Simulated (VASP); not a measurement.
# InP (m.bgw) (F-43m) in VASP: single point with PBEsol

Aim: the single point of InP (m.bgw) with PBEsol.

Program: VASP 6.6.1. These are calculated values, not measurements. Logs are shortened: lines on timing, memory, paths and dates and some standing lists are left out, and cuts for length are marked.

## (1) The cell of the first run

It takes space group F-43m (No. 216, cubic). Conventional cell: a = 5.878 Å, b = 5.878 Å, c = 5.878 Å, α = 90.00°, β = 90.00°, γ = 90.00°. Within 3.4 Å of In (site symmetry -43m) lie 4 P at 2.55 Å. Within 3.4 Å of P (site symmetry -43m) lie 4 In at 2.55 Å.

## (2) Single point, PBEsol

The input, INCAR:

```
SYSTEM = InP
ALGO = Normal
EDIFF = 1E-6
ENCUT = 500
GGA = PS
GGA_COMPAT = .False.
ISIF = 2
ISMEAR = 0
LASPH = .True.
LCHARG = .False.
LREAL = .False.
LWAVE = .False.
NBANDS = 16
NELM = 120
PREC = Accurate
SIGMA = 0.01
```

The input, KPOINTS:

```
k-points
0
Gamma
  4 4 4
  0 0 0
```

The input, POSCAR:

```
InP
1.0
    0.0000000000      2.9392069938      2.9392069938
    2.9392069938      0.0000000000      2.9392069938
    2.9392069938      2.9392069938      0.0000000000
In P
1 1
Direct
    0.0000000000      0.0000000000      0.0000000000
    0.2500000000      0.2500000000      0.2500000000
```

Potentials or basis: VASP PAW PBE potentials, release 64 (In_d, P).

The run is started by

```bash
$ cat potpaw_PBE.64/In_d/POTCAR potpaw_PBE.64/P/POTCAR > POTCAR
$ mpirun -np 1 vasp_std > vasp.out
```

OUTCAR:

```text
SYSTEM = InP
   EDIFF = 1E-6
   ENCUT = 500
   GGA = PS
   ISIF = 2
   ISMEAR = 0
   LASPH = .True.
   LREAL = .False.
   NELM = 120
   PREC = Accurate

 ion  position               nearest neighbor table
   1  0.000  0.000  0.000-   2 2.55   2 2.55   2 2.55   2 2.55
   2  0.250  0.250  0.250-   1 2.55   1 2.55   1 2.55   1 2.55

  LATTYP: Found a face centered cubic cell.
 ALAT       =     5.8784139876

  Lattice vectors:

 A1 = (   0.0000000000,   2.9392069938,   2.9392069938)
 A2 = (   2.9392069938,   0.0000000000,   2.9392069938)
 A3 = (   2.9392069938,   2.9392069938,   0.0000000000)

Analysis of symmetry for initial positions (statically):
=====================================================================
 Subroutine PRICEL returns:
 Original cell was already a primitive cell.

 Routine SETGRP: Setting up the symmetry group for a
 face centered cubic supercell.

 Subroutine GETGRP returns: Found 24 space group operations
 (whereof 24 operations were pure point group operations)
 out of a pool of 48 trial point group operations.

The static configuration has the point symmetry T_d .

Analysis of symmetry for dynamics (positions and initial velocities):
=====================================================================
 Subroutine PRICEL returns:
 Original cell was already a primitive cell.

 Routine SETGRP: Setting up the symmetry group for a
 face centered cubic supercell.

 Subroutine GETGRP returns: Found 24 space group operations
 (whereof 24 operations were pure point group operations)
 out of a pool of 48 trial point group operations.

The dynamic configuration has the point symmetry T_d .

 Subroutine INISYM returns: Found 24 space group operations
 (whereof 24 operations are pure point group operations),
 and found     1 'primitive' translations

----------------------------------------------------------------------------------------

                                     Primitive cell

  volume of cell :      50.7833

  direct lattice vectors                    reciprocal lattice vectors
     0.000000000  2.939206994  2.939206994    -0.170113912  0.170113912  0.170113912
     2.939206994  0.000000000  2.939206994     0.170113912 -0.170113912  0.170113912
     2.939206994  2.939206994  0.000000000     0.170113912  0.170113912 -0.170113912

  length of vectors
     4.156666393  4.156666393  4.156666393     0.294645939  0.294645939  0.294645939

[... 62 lines left out ...]
   NELM   =    120;   NELMIN=  2; NELMDL= -5     # of ELM steps
   EDIFF  = 0.1E-05   stopping-criterion for ELM
   LREAL  =      F    real-space projection
   EDIFFG = 0.1E-04   stopping-criterion for IOM
   NSW    =      0    number of steps for IOM
   IBRION =     -1    ionic relax: 0-MD 1-quasi-New 2-CG
   NFREE  =      0    steps in history (QN), initial steepest desc. (CG)
   ISIF   =      2    stress and relaxation
   ISYM   =      2    0-nonsym 1-usesym 2-fastsym
   POTIM  = 0.5000    time-step for ionic-motion
   TEBEG  =    0.0;   TEEND  =   0.0 temperature during run
   PSTRESS=    0.0 pullay stress
   NELECT =      18.0000    total number of electrons
   NUPDOWN=      -1.0000    fix difference up-down
   EMIN   =  10.00;   EMAX   =-10.00  energy-range for DOS
   EFERMI =   0.00;   METHOD = LEGACY
   ISMEAR =     0;   SIGMA  =   0.01  broadening in eV -4-tet -1-fermi 0-gaus
   EFERMI_NEDOS =   21; number of points for ismear=-14 and -15
   IALGO  =     38    algorithm
   IMIX   =      4    mixing-type and parameters
     AMIX     =   0.40;   BMIX     =  1.00
     AMIX_MAG =   1.60;   BMIX_MAG =  1.00
  volume/ion in A,a.u.               =      25.39       171.35
  Fermi-wavevector in a.u.,A,eV,Ry     =   1.158579  2.189396 18.263159  1.342304
  Thomas-Fermi vector in A             =   2.295179
   LORBIT       =      0    0 simple, 1 ext, 2 COOP (PROOUT), +10 PAW based schemes
   GGA     = PS    functional components
   LHFCALC =     F    Hartree Fock is set to
   AEXX    =    0.0000 exact exchange contribution
   IVDW    =     0    specifies the selected vdW correction
   LEPSILON=     F    determine dielectric tensor
   LRPA    =     F    only Hartree local field effects (RPA)
 non-spin polarized calculation
 Gauss-broadening in eV      SIGMA  =   0.01
  energy-cutoff  :      500.00
  volume of cell :       50.78
 maximum number of plane-waves:      1308
   NGX = 15   NGY = 15   NGZ = 15

 number of electron      18.0000005 magnetization

 Free energy of the ion-electron system (eV)
  ---------------------------------------------------
  ext. energy  EPLUGINS =         0.00000000
  ---------------------------------------------------
  free energy    TOTEN  =        -9.03910004 eV

  energy without entropy =       -9.03910004  energy(sigma->0) =       -9.03910004

 E-fermi :   5.0917     XC(G=0):  -9.4222

 val. band max:        5.0418853422   @ k =   0.0000   0.0000   0.0000
 cond. band min:       5.5921573508   @ k =   0.0000   0.0000   0.0000
 fundamental gap:      0.5502720085
 Fermi energy:         5.0917175681

 k-point     1 :       0.0000    0.0000    0.0000
  band No.  band energies     occupation
      1      -9.1402      2.00000
      2      -9.1402      2.00000
      3      -9.1402      2.00000
      4      -8.9925      2.00000
      5      -8.9925      2.00000
      6      -6.4517      2.00000
[... 129 lines left out ...]
      3      -9.0462      2.00000
      4      -9.0127      2.00000
      5      -8.9777      2.00000
      6      -3.9871      2.00000
[... 8 lines left out ...]
     15      16.2751      0.00000
     16      16.9011      0.00000

------------------------ aborting loop because EDIFF is reached ----------------------------------------

  FORCE on cell =-STRESS in cart. coord.  units (eV):
  Direction    XX          YY          ZZ          XY          YZ          ZX
  --------------------------------------------------------------------------------------
  -------------------------------------------------------------------------------------
  Total        0.0539301      0.0539301      0.0539301      0.0000000      0.0000000      0.0000000
  in kB        1.7014595      1.7014595      1.7014595      0.0000000      0.0000000      0.0000000
  external PRESSURE =       1.7014595 kB  Pullay stress =       0.0000000 kB

 VOLUME and BASIS-vectors are now :
 -----------------------------------------------------------------------------
  energy-cutoff  :      500.00
  volume of cell :       50.78
      direct lattice vectors                 reciprocal lattice vectors
     0.000000000  2.939206994  2.939206994    -0.170113912  0.170113912  0.170113912
     2.939206994  0.000000000  2.939206994     0.170113912 -0.170113912  0.170113912
     2.939206994  2.939206994  0.000000000     0.170113912  0.170113912 -0.170113912

 POSITION                                       TOTAL-FORCE (eV/Angst)
 -----------------------------------------------------------------------------------
      0.00000      0.00000      0.00000         0.000000     -0.000000     -0.000000
      1.46960      1.46960      1.46960        -0.000000      0.000000      0.000000
 -----------------------------------------------------------------------------------
    total drift:                                0.000000      0.000000     -0.000000

  FREE ENERGIE OF THE ION-ELECTRON SYSTEM (eV)
  ---------------------------------------------------
  free  energy   TOTEN  =        -9.0391000437 eV

  energy  without entropy=       -9.0391000437  energy(sigma->0) =       -9.03910004
```

stdout:

```text
POSCAR found type information on POSCAR InP
 POSCAR found :  2 types and       2 ions
 scaLAPACK will be used
 -----------------------------------------------------------------------------
|                                                                             |
|                                                                             |
|     You enforced a specific xc type in the INCAR file but a different       |
|     I HOPE YOU KNOW WHAT YOU ARE DOING!                                     |
|                                                                             |
 -----------------------------------------------------------------------------

 LDA part: xc-table for (Slater+PW92), standard interpolation
 POSCAR, INCAR and KPOINTS ok, starting setup
 FFT: planning ... GRIDC
 FFT: planning ... GRID_SOFT
 FFT: planning ... GRID
 WAVECAR not read
 entering main loop
```

Wall time 4.3 s (1 thread of AMD EPYC 9R45 (Zen 5), shared host); peak memory 0.13 GiB.

What came out:

| Item | Value |
| --- | --- |
| Free energy | -9.0391 eV |
| Pressure | 0.2 GPa |
| Band gap on the k mesh | 0.55 eV, direct |

Caveat: the k points lie up to 0.46 Å⁻¹ apart; the PAW data sets were made with another functional, which shifts forces and pressure a little; spin-orbit coupling is left out, which moves the levels of the heavy elements.
